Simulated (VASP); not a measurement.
# F: single point with LDA

The system is F.

```
F
1.0
     1.93485    0.00000    0.00000
     0.00000    1.93485    0.00000
     0.00000    0.00000    1.93485
F
1
Direct
  0.00000 0.00000 0.00000
```

This cell differs from its parent crystal: volume scaled by 0.8.

```
Program             : VASP 6.6.1
Task                : single point
Functional          : LDA
Potentials or basis : VASP PAW LDA potentials, release 64 (F)
Cutoff              : 520 eV
k mesh              : 17 × 17 × 17
Occupations         : fermi-dirac, width 0.08 eV
Spin                : no spin polarisation
```

* Pressure: 41.4 GPa

Levels at points of the mesh, in eV from the Fermi level:
| k point | band 2 | band 3 | band 4 | band 5 | band 6 | band 7 |
| --- | --- | --- | --- | --- | --- | --- |
| (0.00, 0.00, 0.00) | -0.23 | -0.23 | -0.23 | 14.78 | 30.58 | 30.58 |

It took 1.9 s on 1 thread of Intel(R) Xeon(R) 6975P-C (Granite Rapids), on a shared host, peak memory 0.11 GiB.

Caveat: an odd number of electrons without spin polarisation forces a metal; a magnetic or distorted state may lie lower.
